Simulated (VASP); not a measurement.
A run of VASP 6.6.1 is set up as follows.

Contents of INCAR:

```
SYSTEM = Yb
PREC = Accurate ; ENCUT = 600
EDIFF = 1E-6 ; ISMEAR = -1
SIGMA = 0.1 ; LREAL = .False.
LASPH = .True. ; NELM = 80
ALGO = Normal ; ISIF = 3
LWAVE = .False. ; LCHARG = .False.
GGA = PE ; IBRION = 2
NSW = 80 ; EDIFFG = -0.01
```

Contents of KPOINTS:

```
regular mesh
0
Gamma
  7 7 7
  0 0 0
```

The input POSCAR:

```
Yb
1.0
    0.0000000000      3.8197026988      3.8197026988
    3.8197026988      0.0000000000      3.8197026988
    3.8197026988      3.8197026988      0.0000000000
Yb
2
Direct
    0.1250000000      0.1250000000      0.1250000000
    0.8750000000      0.8750000000      0.8750000000
```

Potentials or basis: VASP PAW PBE potentials, release 64 (Yb).

Run with:

```console
$ cat potpaw_PBE.64/Yb/POTCAR > POTCAR
$ mpirun -np 1 vasp_std > vasp.out
```

(1) Estimate the band gap on the k mesh.

(2) Estimate the relaxed cell.

## Answers

(1) zero (bands 24 and 25 overlap by 1.07 eV).

(2) a = 5.995 Å, b = 5.995 Å, c = 5.995 Å, α = 60.00°, β = 60.00°, γ = 60.00°.

Caveat: spin-orbit coupling is left out, which moves the levels of the heavy elements.
